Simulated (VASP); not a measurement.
# PbF2 (Fm-3m) in VASP: a series of runs, part 2 of 2

VASP 6.6.1. The steps go on from the part before.

**4. Single point, PBE**

Contents of INCAR:

```
SYSTEM = PbF2
ALGO = Normal
EDIFF = 1E-6
ENCUT = 520
GGA = PE
ISIF = 2
ISMEAR = 0
LASPH = .TRUE.
LCHARG = .FALSE.
LREAL = .FALSE.
LWAVE = .FALSE.
NBANDS = 21
NELM = 80
PREC = Accurate
SIGMA = 0.01
```

Contents of KPOINTS:

```
k-points
0
G
  6 6 6
  0 0 0
```

Contents of POSCAR:

```
PbF2
1.0
    0.0000000000      2.9458082816      2.9458082816
    2.9458082816      0.0000000000      2.9458082816
    2.9458082816      2.9458082816      0.0000000000
Pb F
1 2
Direct
    0.0000000000      0.0000000000      0.0000000000
    0.2500000000      0.2500000000      0.2500000000
    0.7500000000      0.7500000000      0.7500000000
```

Potentials or basis: VASP PAW PBE potentials, release 64 (Pb_d, F).

Command:

```
$ cat potpaw_PBE.64/Pb_d/POTCAR potpaw_PBE.64/F/POTCAR > POTCAR
$ mpirun -np 1 vasp_std > vasp.out
```

OUTCAR:

```text
SYSTEM = PbF2
   EDIFF = 1E-6
   ENCUT = 520
   GGA = PE
   ISIF = 2
   ISMEAR = 0
   LASPH = .TRUE.
   LREAL = .FALSE.
   NELM = 80
   PREC = Accurate

 ion  position               nearest neighbor table
   1  0.000  0.000  0.000-   2 2.55   3 2.55   3 2.55   3 2.55   3 2.55   2 2.55   2 2.55   2 2.55

   2  0.250  0.250  0.250-   1 2.55   1 2.55   1 2.55   1 2.55
   3  0.750  0.750  0.750-   1 2.55   1 2.55   1 2.55   1 2.55

  LATTYP: Found a face centered cubic cell.
 ALAT       =     5.8916165632

  Lattice vectors:

 A1 = (   0.0000000000,   2.9458082816,   2.9458082816)
 A2 = (   2.9458082816,   0.0000000000,   2.9458082816)
 A3 = (   2.9458082816,   2.9458082816,   0.0000000000)

Analysis of symmetry for initial positions (statically):
=====================================================================
 Subroutine PRICEL returns:
 Original cell was already a primitive cell.

 Routine SETGRP: Setting up the symmetry group for a
 face centered cubic supercell.

 Subroutine GETGRP returns: Found 48 space group operations
 (whereof 48 operations were pure point group operations)
 out of a pool of 48 trial point group operations.

The static configuration has the point symmetry O_h .

Analysis of symmetry for dynamics (positions and initial velocities):
=====================================================================
 Subroutine PRICEL returns:
 Original cell was already a primitive cell.

 Routine SETGRP: Setting up the symmetry group for a
 face centered cubic supercell.

 Subroutine GETGRP returns: Found 48 space group operations
 (whereof 48 operations were pure point group operations)
 out of a pool of 48 trial point group operations.

The dynamic configuration has the point symmetry O_h .

 Subroutine INISYM returns: Found 48 space group operations
 (whereof 48 operations are pure point group operations),
 and found     1 'primitive' translations

----------------------------------------------------------------------------------------

                                     Primitive cell

  volume of cell :      51.1262

  direct lattice vectors                    reciprocal lattice vectors
     0.000000000  2.945808282  2.945808282    -0.169732702  0.169732702  0.169732702
     2.945808282  0.000000000  2.945808282     0.169732702 -0.169732702  0.169732702
     2.945808282  2.945808282  0.000000000     0.169732702  0.169732702 -0.169732702

  length of vectors
     4.166002024  4.166002024  4.166002024     0.293985664  0.293985664  0.293985664

  position of ions in fractional coordinates (direct lattice)
     0.000000000  0.000000000  0.000000000
     0.250000000  0.250000000  0.250000000
     0.750000000  0.750000000  0.750000000

  ion indices of the primitive-cell ions
   primitive index   ion index
                 1           1
                 2           2
                 3           3

----------------------------------------------------------------------------------------

 KPOINTS: k-points

Automatic generation of k-mesh.
 Grid dimensions read from file:
 generate k-points for:    6    6    6

 Generating k-lattice:

  Cartesian coordinates                     Fractional coordinates (reciprocal lattice)
    -0.028288784  0.028288784  0.028288784     0.166666667  0.000000000  0.000000000
     0.028288784 -0.028288784  0.028288784     0.000000000  0.166666667  0.000000000
     0.028288784  0.028288784 -0.028288784     0.000000000  0.000000000  0.166666667

  Length of vectors
     0.048997611  0.048997611  0.048997611

  Shift w.r.t. Gamma in fractional coordinates (k-lattice)
     0.000000000  0.000000000  0.000000000

 Subroutine IBZKPT returns following result:
 ===========================================

 Found     16 irreducible k-points:

 Following reciprocal coordinates:
            Coordinates               Weight
  0.000000  0.000000  0.000000      1.000000
  0.166667  0.000000  0.000000      8.000000
  0.333333  0.000000  0.000000      8.000000
  0.500000  0.000000  0.000000      4.000000
  0.166667  0.166667  0.000000      6.000000
  0.333333  0.166667  0.000000     24.000000
[... 8 lines left out ...]
 -0.333333  0.333333  0.166667     24.000000
 -0.333333  0.500000  0.166667     12.000000
   k-points           NKPTS =     16   k-points in BZ     NKDIM =     16   number of bands    NBANDS=     21
   number of dos      NEDOS =    301   number of ions     NIONS =      3
   total plane-waves  NPLWV =  32768
   dimension x,y,z NGX =    32 NGY =   32 NGZ =   32
   dimension x,y,z NGXF=    64 NGYF=   64 NGZF=   64
   ions per type =               1   2
   NGX,Y,Z   is equivalent  to a cutoff of  12.77, 12.77, 12.77 a.u.
   NGXF,Y,Z  is equivalent  to a cutoff of  25.54, 25.54, 25.54 a.u.
 SYSTEM =  PbF2
   PREC   = accura    normal or accurate (medium, high low for compatibility)
   ISTART =      0    job   : 0-new  1-cont  2-samecut
   ICHARG =      2    charge: 1-file 2-atom 10-const
   ISPIN  =      1    spin polarized calculation?
   LNONCOLLINEAR =      F non collinear calculations
   LSORBIT =      F    spin-orbit coupling
   LASPH  =      T    aspherical Exc in radial PAW
   ENCUT  =  520.0 eV  38.22 Ry    6.18 a.u.   7.75  7.75  7.75*2*pi/ulx,y,z
   NELM   =     80;   NELMIN=  2; NELMDL= -5     # of ELM steps
   EDIFF  = 0.1E-05   stopping-criterion for ELM
   LREAL  =      F    real-space projection
   EDIFFG = 0.1E-04   stopping-criterion for IOM
   NSW    =      0    number of steps for IOM
   IBRION =     -1    ionic relax: 0-MD 1-quasi-New 2-CG
   NFREE  =      0    steps in history (QN), initial steepest desc. (CG)
   ISIF   =      2    stress and relaxation
   ISYM   =      2    0-nonsym 1-usesym 2-fastsym
   POTIM  = 0.5000    time-step for ionic-motion
   TEBEG  =    0.0;   TEEND  =   0.0 temperature during run
   PSTRESS=    0.0 pullay stress
   NELECT =      28.0000    total number of electrons
   NUPDOWN=      -1.0000    fix difference up-down
   EMIN   =  10.00;   EMAX   =-10.00  energy-range for DOS
   EFERMI =   0.00;   METHOD = LEGACY
   ISMEAR =     0;   SIGMA  =   0.01  broadening in eV -4-tet -1-fermi 0-gaus
   EFERMI_NEDOS =   21; number of points for ismear=-14 and -15
   IALGO  =     38    algorithm
   IMIX   =      4    mixing-type and parameters
     AMIX     =   0.40;   BMIX     =  1.00
     AMIX_MAG =   1.60;   BMIX_MAG =  1.00
  volume/ion in A,a.u.               =      17.04       115.01
  Fermi-wavevector in a.u.,A,eV,Ry     =   1.339408  2.531115 24.409055  1.794015
  Thomas-Fermi vector in A             =   2.467803
   LORBIT       =      0    0 simple, 1 ext, 2 COOP (PROOUT), +10 PAW based schemes
   GGA     = PE    functional components
   LHFCALC =     F    Hartree Fock is set to
   AEXX    =    0.0000 exact exchange contribution
   IVDW    =     0    specifies the selected vdW correction
   LEPSILON=     F    determine dielectric tensor
   LRPA    =     F    only Hartree local field effects (RPA)
 non-spin polarized calculation
 Gauss-broadening in eV      SIGMA  =   0.01
  energy-cutoff  :      520.00
  volume of cell :       51.13
 maximum number of plane-waves:      1411
   NGX = 15   NGY = 15   NGZ = 15

 number of electron      27.9999995 magnetization

 Free energy of the ion-electron system (eV)
  ---------------------------------------------------
  ext. energy  EPLUGINS =         0.00000000
  ---------------------------------------------------
  free energy    TOTEN  =       -14.31349770 eV

  energy without entropy =      -14.31349770  energy(sigma->0) =      -14.31349770

 E-fermi :   2.1957     XC(G=0):  -9.4971

 val. band max:        2.0915946790   @ k =  -0.3333   0.3333   0.1667
 cond. band min:       6.5290636259   @ k =   0.5000   0.5000   0.0000
 fundamental gap:      4.4374689470
 Fermi energy:         2.1957009499

 k-point     1 :       0.0000    0.0000    0.0000
  band No.  band energies     occupation
      1     -19.1333      2.00000
      2     -18.4797      2.00000
      3     -12.3451      2.00000
      4     -12.3451      2.00000
      5     -12.3451      2.00000
      6     -12.2803      2.00000
[... 13 lines left out ...]
     20      17.3024      0.00000
     21      19.7468      0.00000
[... 337 lines left out ...]
 k-point    16 :      -0.3333    0.5000    0.1667
  band No.  band energies     occupation
      1     -18.8100      2.00000
      2     -18.7540      2.00000
      3     -12.3084      2.00000
      4     -12.2649      2.00000
      5     -12.2496      2.00000
      6     -12.2133      2.00000
[... 13 lines left out ...]
     20      17.5377      0.00000
     21      18.7651      0.00000

------------------------ aborting loop because EDIFF is reached ----------------------------------------

  FORCE on cell =-STRESS in cart. coord.  units (eV):
  Direction    XX          YY          ZZ          XY          YZ          ZX
  --------------------------------------------------------------------------------------
  -------------------------------------------------------------------------------------
  Total        1.2704898      1.2704898      1.2704898      0.0000000      0.0000000      0.0000000
  in kB       39.8142297     39.8142297     39.8142297      0.0000000      0.0000000      0.0000000
  external PRESSURE =      39.8142297 kB  Pullay stress =       0.0000000 kB

 VOLUME and BASIS-vectors are now :
 -----------------------------------------------------------------------------
  energy-cutoff  :      520.00
  volume of cell :       51.13
      direct lattice vectors                 reciprocal lattice vectors
     0.000000000  2.945808282  2.945808282    -0.169732702  0.169732702  0.169732702
     2.945808282  0.000000000  2.945808282     0.169732702 -0.169732702  0.169732702
     2.945808282  2.945808282  0.000000000     0.169732702  0.169732702 -0.169732702

 POSITION                                       TOTAL-FORCE (eV/Angst)
 -----------------------------------------------------------------------------------
      0.00000      0.00000      0.00000        -0.000000      0.000000      0.000000
      1.47290      1.47290      1.47290        -0.000000     -0.000000     -0.000000
      4.41871      4.41871      4.41871         0.000000      0.000000      0.000000
 -----------------------------------------------------------------------------------
    total drift:                                0.000000     -0.000000      0.000000

  FREE ENERGIE OF THE ION-ELECTRON SYSTEM (eV)
  ---------------------------------------------------
  free  energy   TOTEN  =       -14.3134977037 eV

  energy  without entropy=      -14.3134977037  energy(sigma->0) =      -14.31349770
```

Run time: 22 s. Hardware: 1 thread of AMD EPYC 7R43 (Zen 3), shared host; peak memory 0.14 GiB.

Results:

- Free energy: -14.3135 eV
- Pressure: 4.0 GPa
- Band gap on the k mesh: 4.44 eV (least direct gap 4.56 eV)

Caveat: the cell stands under pressure; spin-orbit coupling is left out, which moves the levels of the heavy elements.

**5. Single point, PBE**

Contents of INCAR:

```
SYSTEM = PbF2
PREC = Accurate
ENCUT = 520
EDIFF = 1E-6
ISMEAR = -1
SIGMA = 0.5
LREAL = .FALSE.
LASPH = .TRUE.
NELM = 100
ALGO = Normal
ISIF = 2
LWAVE = .FALSE.
LCHARG = .FALSE.
GGA = PE
NBANDS = 21
```

Contents of KPOINTS:

```
Automatic mesh
0
G
  6 6 6
  0 0 0
```

POSCAR is that of step 4.

Command:

```
$ cat potpaw_PBE.64/Pb_d/POTCAR potpaw_PBE.64/F/POTCAR > POTCAR
$ mpirun -np 1 vasp_std > vasp.out
```

It took 23 s on 1 thread of AMD EPYC 7R43 (Zen 3), shared host; peak memory 0.13 GiB.

It converged, with:

| Property | Result |
| --- | --- |
| Free energy | -14.3227 eV |
| Pressure | 4.0 GPa |
| Band gap on the k mesh | 4.44 eV (least direct gap 4.56 eV) |

Levels at points of the mesh, in eV from the valence-band top:
```
           k point  band 10  band 11  band 12  band 13  band 14  band 15  band 16  band 17  band 18  band 19
(0.00, 0.00, 0.00)    -2.57    -2.57    -2.07    -2.07    -2.07     6.82     6.82     6.82    10.71    15.21
(0.50, 0.00, 0.00)    -2.79    -2.79    -2.24    -2.24    -0.02     5.05     7.75     7.75    13.27    13.81
(0.50, 0.50, 0.00)    -3.69    -1.64    -1.64    -1.64    -0.12     4.44     7.99     7.99     8.94    14.30
```

Caveat: the cell stands under pressure; so wide a smearing shifts energies and pressures; spin-orbit coupling is left out, which moves the levels of the heavy elements.

**6. Single point, PBE**

Contents of INCAR:

```
  PREC = Accurate
  ENCUT = 520
  EDIFF = 1E-6
  ISMEAR = 0
  SIGMA = 0.01
  LREAL = F
  LASPH = T
  NELM = 60
  ALGO = Normal
  ISIF = 2
  LWAVE = F
  LCHARG = F
  GGA = PE
  NBANDS = 21
```

Contents of KPOINTS:

```
regular mesh
0
Gamma
  6 6 6
```

POSCAR is that of step 5.

Potentials or basis: VASP PAW PBE potentials, release 64 (Pb_d, F).

Command:

```
$ cat potpaw_PBE.64/Pb_d/POTCAR potpaw_PBE.64/F/POTCAR > POTCAR
$ mpirun -np 1 vasp_std > vasp.out
```

Run time: 23 s. Hardware: 1 thread of AMD EPYC 7R43 (Zen 3), shared host; peak memory 0.14 GiB.

Results (log left out):

```yaml
Free_energy: -14.3135 eV
Pressure: 4.0 GPa
Band_gap_on_the_k_mesh: 4.44 eV (least direct gap 4.56 eV)
```

Levels at points of the mesh, in eV from the valence-band top:
```csv
k point,band 11,band 12,band 13,band 14,band 15,band 16,band 17,band 18
"(0.00, 0.00, 0.00)",-2.57,-2.07,-2.07,-2.07,6.82,6.82,6.82,10.71
"(0.50, 0.00, 0.00)",-2.79,-2.24,-2.24,-0.02,5.05,7.75,7.75,13.27
"(0.50, 0.50, 0.00)",-1.64,-1.63,-1.63,-0.12,4.44,7.99,7.99,8.94
```

Caveat: the cell stands under pressure; spin-orbit coupling is left out, which moves the levels of the heavy elements.

**7. The runs side by side**

| k mesh | smearing | gap on the mesh (eV) | pressure (GPa) |
| --- | --- | --- | --- |
| 3 × 3 × 3 | gaussian 0.01 eV | 4.67 | 4.0 |
| 4 × 4 × 4 | gaussian 0.01 eV | 4.41 | 4.0 |
| 6 × 6 × 6 | gaussian 0.01 eV | 4.44 | 4.0 |
| 6 × 6 × 6 | fermi-dirac 0.5 eV | 4.44 | 4.0 |

Alike in all rows: task single point; level PBE; potentials or basis VASP PAW PBE potentials, release 64 (Pb_d, F); no spin polarisation; cell as given; cutoff (eV) 520.

Caveats: some runs use coarse meshes; spin-orbit coupling is left out, which moves the levels of the heavy elements; the cell stands under pressure (at least some runs); an odd mesh through Γ misses points on the zone boundary, where band edges can lie (at least some runs); so wide a smearing shifts energies and pressures (at least some runs).

Total energies depend on the potentials used, so only differences within one code and one set of settings carry meaning.
